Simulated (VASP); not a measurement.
Wanted: the native input for a VASP 6.6.1 run.

```
Task                    : single point
Functional              : PBE
Potentials or basis     : VASP PAW PBE potentials, release 64 (In_d)
Cutoff                  : 400 eV
k mesh                  : 12 × 12 × 6
Occupations             : gaussian, width 0.05 eV
Spin                    : no spin polarisation
Dipole correction       : no
k mesh for the DOS      : 18 × 18 × 9
Occupations for the DOS : tetrahedron
Further INCAR settings  : ALGO = Normal; EDIFF = 1e-06
```

The system is In.

```
In
1.0
     3.33548    0.00000    0.00000
    -1.66774    2.88861    0.00000
     0.00000    0.00000    5.50914
In
2
Cartesian
  0.0000 1.9257 1.3773
  1.6677 0.9629 4.1319
```

This isn't the form of In at room conditions, which is tetragonal.

One way to write it, as run:

POSCAR

```
In
1.0
    3.3354847820      0.0000000000      0.0000000000
   -1.6677423910      2.8886145552      0.0000000000
    0.0000000000      0.0000000000      5.5091429200
In
2
Direct
    0.3333333300      0.6666666700      0.2500000000
    0.6666666700      0.3333333300      0.7500000000
```

INCAR.step1

```
ALGO     = Normal         # electronic algorithm
EDIFF    = 1E-6           # SCF threshold, eV
ENCUT    = 400            # plane-wave cutoff, eV
GGA      = PE             # functional
GGA_COMPAT= F            
ISIF     = 2              # what is computed and relaxed
ISMEAR   = 0              # smearing method
LASPH    = T              # aspherical terms in the spheres
LCHARG   = T              # write CHGCAR
LORBIT   = 11             # projections on sites
LREAL    = F              # projectors in reciprocal space
LWAVE    = F              # write WAVECAR
NBANDS   = 20             # bands
NEDOS    = 2001           # points of the DOS
NELM     = 120            # most SCF steps
PREC     = Accurate       # precision mode
SIGMA    = 0.05           # smearing width, eV
```

KPOINTS.step1

```
k-points
0
Gamma
  12 12 6
```

INCAR.step2

```
ALGO     = Normal         # electronic algorithm
EDIFF    = 1E-6           # SCF threshold, eV
ENCUT    = 400            # plane-wave cutoff, eV
GGA      = PE             # functional
GGA_COMPAT= F            
ICHARG   = 11             # starting density
ISIF     = 2              # what is computed and relaxed
ISMEAR   = -5             # smearing method
LASPH    = T              # aspherical terms in the spheres
LCHARG   = F              # write CHGCAR
LORBIT   = 11             # projections on sites
LREAL    = F              # projectors in reciprocal space
LWAVE    = F              # write WAVECAR
NEDOS    = 2001           # points of the DOS
NELM     = 120            # most SCF steps
PREC     = Accurate       # precision mode
SIGMA    = 0.05           # smearing width, eV
```

KPOINTS.step2

```
k-points
0
Gamma
  18 18 9
```

Potentials or basis: VASP PAW PBE potentials, release 64 (In_d).

Run with:

```sh
$ cat potpaw_PBE.64/In_d/POTCAR > POTCAR
$ cp INCAR.step1 INCAR
$ cp KPOINTS.step1 KPOINTS
$ mpirun -np 1 vasp_std > vasp.out
$ cp INCAR.step2 INCAR
$ cp KPOINTS.step2 KPOINTS
$ mpirun -np 1 vasp_std > vasp.out
```

Results of the run:

```yaml
Valence_electrons_inside_the_program's_atomic_spheres: In 11.34
```

Wall time 2.4 min on 1 thread of Intel Xeon 8259CL, on a shared host, peak memory 0.21 GiB.
